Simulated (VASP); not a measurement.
A run of VASP 6.6.1:

The input INCAR:

```
PREC = Accurate
ENCUT = 520
EDIFF = 1E-6
ISMEAR = 0
SIGMA = 0.1
LREAL = F
LASPH = T
NELM = 80
ALGO = Normal
ISIF = 2
LWAVE = F
LCHARG = T
GGA = PE
LELF = T
LVHAR = T
NBANDS = 22
```

The input KPOINTS:

```
Automatic mesh
0
Gamma
  6 6 4
```

File POSCAR:

```
AlIn2
1.0
    5.3741766926      0.0000000000      0.0000000000
   -2.6870883463      4.6541735402      0.0000000000
    0.0000000000      0.0000000000      2.9203004530
Al In
1 2
Direct
    0.0000000000      0.0000000000      0.5000000000
    0.3333333333      0.6666666667      0.5000000000
    0.6666666667      0.3333333333      0.5000000000
```

Potentials or basis: VASP PAW PBE potentials, release 64 (Al, In_d).

The run is started by

```console
$ cat potpaw_PBE.64/Al/POTCAR potpaw_PBE.64/In_d/POTCAR > POTCAR
$ mpirun -np 1 vasp_std > vasp.out
```

Hardware: 1 thread of Intel(R) Xeon(R) Platinum 8259CL CPU @ 2.50GHz (Skylake/Cascade Lake), on a shared host.

Estimate the wall time of this run.

Run time: 28 s on 1 thread of Intel(R) Xeon(R) Platinum 8259CL CPU @ 2.50GHz (Skylake/Cascade Lake) (shared host), peak memory 0.19 GiB. Counts: scf iterations 12, k points 21.
